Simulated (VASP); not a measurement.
# Co (P6_3/mmc) in VASP: further runs

The runs below take Co through single point, with PBE.

Everything below comes from runs of VASP 6.6.1. Logs are shortened: lines on timing, memory, paths and dates and some standing lists are left out, and cuts for length are marked.

## 1. The cell of the first run

The structure is hexagonal, space group P6_3/mmc (No. 194). Conventional cell: a = 2.492 Å, b = 2.492 Å, c = 8.093 Å, α = 90.00°, β = 90.00°, γ = 120.00°. Within 3.3 Å of Co (site symmetry -3m) lie 12 Co at 2.48 to 2.49 Å. Co (site symmetry -6m2) has 12 Co at 2.48 to 2.49 Å within 3.3 Å.

## 2. Single point, PBE, collinear spin, ferromagnetic start

The input, INCAR:

```
SYSTEM = Co
PREC = Accurate
ENCUT = 520
EDIFF = 1E-6
ISMEAR = 0
SIGMA = 0.15
LREAL = .False.
LASPH = .True.
NELM = 150
ALGO = Fast
ISIF = 2
LWAVE = .False.
LCHARG = .True.
ISPIN = 2
MAGMOM = 1.86 1.88 1.86 1.88
LORBIT = 11
LMAXMIX = 4
GGA = PE
LELF = .True.
LVHAR = .True.
NBANDS = 30
```

The input, KPOINTS:

```
regular mesh
0
Gamma
  18 18 4
  0 0 0
```

The input, POSCAR:

```
Co
1.0
    2.4915950707      0.0000000000      0.0000000000
   -1.2457975354      2.1577846271      0.0000000000
    0.0000000000      0.0000000000      8.0933176430
Co
4
Direct
    0.0000000000      0.0000000000      0.0000000000
    0.3333333333      0.6666666667      0.2500000000
    0.0000000000      0.0000000000      0.5000000000
    0.6666666667      0.3333333333      0.7500000000
```

Potentials or basis: VASP PAW PBE potentials, release 64 (Co).

Command:

```sh
cat potpaw_PBE.64/Co/POTCAR > POTCAR
mpirun -np 1 vasp_std > vasp.out
```

OUTCAR:

```text
SYSTEM = Co
   PREC = Accurate
   ENCUT = 520
   EDIFF = 1E-6
   ISMEAR = 0
   LREAL = .False.
   LASPH = .True.
   NELM = 150
   ISIF = 2
   ISPIN = 2
   LORBIT = 11
   GGA = PE

 ion  position               nearest neighbor table
   1  0.000  0.000  0.000-   2 2.48   4 2.48   2 2.48   4 2.48   4 2.48   2 2.48
   2  0.333  0.667  0.250-   1 2.48   3 2.48   1 2.48   3 2.48   1 2.48   3 2.48
   3  0.000  0.000  0.500-   2 2.48   4 2.48   2 2.48   4 2.48   4 2.48   2 2.48
   4  0.667  0.333  0.750-   1 2.48   3 2.48   1 2.48   3 2.48   1 2.48   3 2.48

  LATTYP: Found a hexagonal cell.
 ALAT       =     2.4915950707
 C/A-ratio  =     3.2482475737

  Lattice vectors:

 A1 = (   2.4915950707,   0.0000000000,   0.0000000000)
 A2 = (  -1.2457975354,   2.1577846271,   0.0000000000)
 A3 = (   0.0000000000,   0.0000000000,   8.0933176430)

Analysis of symmetry for initial positions (statically):
=====================================================================
 Subroutine PRICEL returns:
 Original cell was already a primitive cell.

 Routine SETGRP: Setting up the symmetry group for a
 hexagonal supercell.

 Subroutine GETGRP returns: Found 24 space group operations
 (whereof 12 operations were pure point group operations)
 out of a pool of 24 trial point group operations.

The static configuration has the point symmetry D_3d.
 The point group associated with its full space group is D_6h.

Analysis of symmetry for dynamics (positions and initial velocities):
=====================================================================
 Subroutine PRICEL returns:
 Original cell was already a primitive cell.

 Routine SETGRP: Setting up the symmetry group for a
 hexagonal supercell.

 Subroutine GETGRP returns: Found 24 space group operations
 (whereof 12 operations were pure point group operations)
 out of a pool of 24 trial point group operations.

The dynamic configuration has the point symmetry D_3d.
 The point group associated with its full space group is D_6h.

Analysis of structural, dynamic, and magnetic symmetry:
=====================================================================
 Subroutine PRICEL returns:
 Original cell was already a primitive cell.

 Routine SETGRP: Setting up the symmetry group for a
 hexagonal supercell.

 Subroutine GETGRP returns: Found 24 space group operations
 (whereof 12 operations were pure point group operations)
 out of a pool of 24 trial point group operations.

The overall configuration has the point symmetry D_3d.
[... 132 lines left out ...]
   IVDW    =     0    specifies the selected vdW correction
   LEPSILON=     F    determine dielectric tensor
   LRPA    =     F    only Hartree local field effects (RPA)
 spin polarized calculation
 RMM-DIIS sequential band-by-band and
 Gauss-broadening in eV      SIGMA  =   0.15
  energy-cutoff  :      520.00
  volume of cell :       43.51
 maximum number of plane-waves:      1194
 NGX is ok and might be reduce to    20
   NGX =  9   NGY =  9   NGZ = 31

 number of electron      36.0000001 magnetization       6.4942623

 Free energy of the ion-electron system (eV)
  ---------------------------------------------------
  ext. energy  EPLUGINS =         0.00000000
  ---------------------------------------------------
  free energy    TOTEN  =       -28.14249965 eV

  energy without entropy =      -28.10179239  energy(sigma->0) =      -28.12214602

 E-fermi :  10.2834     XC(G=0): -13.3890

 val. band max:       10.2830582745   @ k =   0.3333   0.0556   0.0000
 cond. band min:      10.2837546859   @ k =   0.3889   0.0556   0.2500
 fundamental gap:      0.0006964113
 Fermi energy:        10.2834473683

 spin component 1

 k-point     1 :       0.0000    0.0000    0.0000
  band No.  band energies     occupation
      1       1.3214      1.00000
      2       3.5363      1.00000
      3       3.5606      1.00000
      4       5.1115      1.00000
      5       7.2836      1.00000
      6       7.3131      1.00000
[... 781 lines left out ...]
     29      22.7219      0.00000
     30      23.5908      0.00000

 [... further k-points ...]

 spin component 2

 k-point     1 :       0.0000    0.0000    0.0000
  band No.  band energies     occupation
      1       1.3264      1.00000
      2       3.6223      1.00000
      3       3.6263      1.00000
      4       6.0337      1.00000
      5       8.6203      1.00000
      6       8.6834      1.00000
[... 781 lines left out ...]
     29      23.0383      0.00000
     30      24.0556      0.00000

 [... further k-points ...]

------------------------ aborting loop because EDIFF is reached ----------------------------------------

  FORCE on cell =-STRESS in cart. coord.  units (eV):
  Direction    XX          YY          ZZ          XY          YZ          ZX
  --------------------------------------------------------------------------------------
  -------------------------------------------------------------------------------------
  Total       -0.1837444     -0.1837444     -0.1696474      0.0000000     -0.0000000      0.0000000
  in kB       -6.7656984     -6.7656984     -6.2466277      0.0000000     -0.0000000      0.0000000
  external PRESSURE =      -6.5926748 kB  Pullay stress =       0.0000000 kB

 VOLUME and BASIS-vectors are now :
 -----------------------------------------------------------------------------
  energy-cutoff  :      520.00
  volume of cell :       43.51
      direct lattice vectors                 reciprocal lattice vectors
     2.491595071  0.000000000  0.000000000     0.401349325  0.231719141  0.000000000
    -1.245797535  2.157784627  0.000000000     0.000000000  0.463438282  0.000000000
     0.000000000  0.000000000  8.093317643     0.000000000  0.000000000  0.123558724

 POSITION                                       TOTAL-FORCE (eV/Angst)
 -----------------------------------------------------------------------------------
      0.00000      0.00000      0.00000        -0.000000      0.000000      0.000000
     -0.00000      1.43852      2.02333        -0.000000      0.000000     -0.000000
      0.00000      0.00000      4.04666         0.000000      0.000000      0.000000
      1.24580      0.71926      6.06999         0.000000     -0.000000      0.000000
 -----------------------------------------------------------------------------------
    total drift:                                0.000000     -0.000000      0.000000

  FREE ENERGIE OF THE ION-ELECTRON SYSTEM (eV)
  ---------------------------------------------------
  free  energy   TOTEN  =       -28.1424996460 eV

  energy  without entropy=      -28.1017923862  energy(sigma->0) =      -28.12214602

 total charge

# of ion       s       p       d       tot
------------------------------------------
    1        0.489   0.519   7.262   8.270
    2        0.488   0.522   7.255   8.265
    3        0.489   0.519   7.262   8.270
    4        0.488   0.522   7.255   8.265
--------------------------------------------------
tot          1.954   2.081  29.033  33.068

 magnetization (x)

# of ion       s       p       d       tot
------------------------------------------
    1       -0.014  -0.050   1.699   1.634
    2       -0.014  -0.052   1.717   1.651
    3       -0.014  -0.050   1.699   1.634
    4       -0.014  -0.052   1.717   1.651
--------------------------------------------------
tot         -0.055  -0.205   6.830   6.571
```

stdout:

```text
POSCAR found type information on POSCAR Co
 POSCAR found :  1 types and       4 ions
 scaLAPACK will be used
 LDA part: xc-table for (Slater+PW92), standard interpolation
 POSCAR, INCAR and KPOINTS ok, starting setup
 FFT: planning ... GRIDC
 FFT: planning ... GRID_SOFT
 FFT: planning ... GRID
 WAVECAR not read
 entering main loop
```

Wall time 4.1 min (1 thread of Intel Xeon Platinum 8375C at 2.90GHz (Ice Lake), shared host); peak memory 0.31 GiB.

What came out:

```
Free energy                                           : -28.1425 eV
Pressure                                              : -0.7 GPa
Net moment                                            : 6.49 μB per cell
Site moments                                          : Co +1.63, +1.65 (each value once) μB
Valence electrons inside the program's atomic spheres : Co 8.27
```

## 3. Single point, PBE, collinear spin, ferromagnetic start

The input, INCAR:

```
PREC = Accurate
ENCUT = 520
EDIFF = 1E-6
ISMEAR = 0
SIGMA = 0.1
LREAL = F
LASPH = T
NELM = 150
ALGO = Normal
ISIF = 2
LWAVE = F
LCHARG = F
ISPIN = 2
MAGMOM = 1.88 1.9 1.88 1.9
LORBIT = 11
LMAXMIX = 4
GGA = PE
NBANDS = 30
```

The input, KPOINTS:

```
Automatic mesh
0
Gamma
  21 21 6
```

The input, POSCAR:

```
Co
1.0
    2.4941178777      0.0000000000      0.0000000000
   -1.2470589389      2.1599694421      0.0000000000
    0.0000000000      0.0000000000      8.0879677481
Co
4
Direct
    0.0000000000      0.0000000000      0.0000000000
    0.3333333333      0.6666666667      0.2500000000
    0.0000000000      0.0000000000      0.5000000000
    0.6666666667      0.3333333333      0.7500000000
```

Potentials or basis: VASP PAW PBE potentials, release 64 (Co).

Command:

```sh
cat potpaw_PBE.64/Co/POTCAR > POTCAR
mpirun -np 1 vasp_std > vasp.out
```

Wall time 3.7 min (1 thread of Intel Xeon 6975P-C (Granite Rapids), shared host); peak memory 0.42 GiB.

The run converged. Its results:

```
Free energy                                           : -28.1297 eV
Pressure                                              : -0.7 GPa
Net moment                                            : 6.54 μB per cell
Site moments                                          : Co +1.65, +1.66 (each value once) μB
Valence electrons inside the program's atomic spheres : Co 8.27, 8.26 (each value once)
```

Stress tensor (GPa, compression positive):
```
-0.72  0.00  0.00
 0.00 -0.72  0.00
 0.00  0.00 -0.80
```

Levels at points of the mesh, in eV from the Fermi level:
Spin up:
```tsv
k point	band 18	band 19	band 20	band 21	band 22	band 23	band 24	band 25	band 26	band 27
(0.00, 0.00, 0.00)	-1.54	-1.54	-1.21	-1.21	-0.82	-0.82	-0.18	6.22	14.84	14.84
(0.00, 0.00, 0.50)	-1.68	-1.68	-1.68	-0.99	-0.99	-0.99	-0.99	9.26	9.26	20.93
```
Spin down:
```
           k point  band 10  band 11  band 12  band 13  band 14  band 15  band 16  band 17  band 18  band 19
(0.00, 0.00, 0.00)    -1.12    -1.06    -0.82    -0.82    -0.79    -0.79    -0.23     0.05     0.05     0.39
(0.00, 0.00, 0.50)    -1.03    -1.03    -1.03    -0.93    -0.93    -0.93    -0.93     0.23     0.23     0.23
```

(Part 1 of 2 ends here.)
